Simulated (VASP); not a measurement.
Write the native input for VASP 6.6.1 that does the following.

- Task: single point
- Functional: PBEsol
- Potentials or basis: VASP PAW PBE potentials, release 64 (Ag)
- Cutoff: 520 eV
- k mesh: 11 × 11 × 11
- Occupations: fermi-dirac, width 0.05 eV
- Spin: no spin polarisation
- Dipole correction: no
- Further INCAR settings: ALGO = Normal; EDIFF = 1e-06; NBANDS = 12

The structure of Ag lies in POSCAR:

```
Ag
1.0
   -1.5270681467      1.5270681467      1.5270681467
    1.5270681467     -1.5270681467      1.5270681467
    1.5270681467      1.5270681467     -1.5270681467
Ag
1
Direct
    0.0000000000      0.0000000000      0.0000000000
```

These files were run (other wordings do the same):

INCAR

```
PREC = Accurate ; ENCUT = 520
EDIFF = 1E-6 ; ISMEAR = -1
SIGMA = 0.05 ; LREAL = F
LASPH = T ; NELM = 100
ALGO = Normal ; ISIF = 2
LWAVE = F ; LCHARG = F
GGA = PS ; NBANDS = 12
```

KPOINTS

```
Automatic mesh
0
Gamma
  11 11 11
```

Potentials or basis: VASP PAW PBE potentials, release 64 (Ag).

The run is started by

```console
$ cat potpaw_PBE.64/Ag/POTCAR > POTCAR
$ mpirun -np 1 vasp_std > vasp.out
```

Results of the run:

```
Pressure : 29.5 GPa
```

Caveat: the PAW data sets were made with another functional, which shifts forces and pressure a little.

Run time: 5.9 s on 1 thread of AMD EPYC 9R45 96-Core Processor (Zen 5) (shared host), peak memory 0.09 GiB.
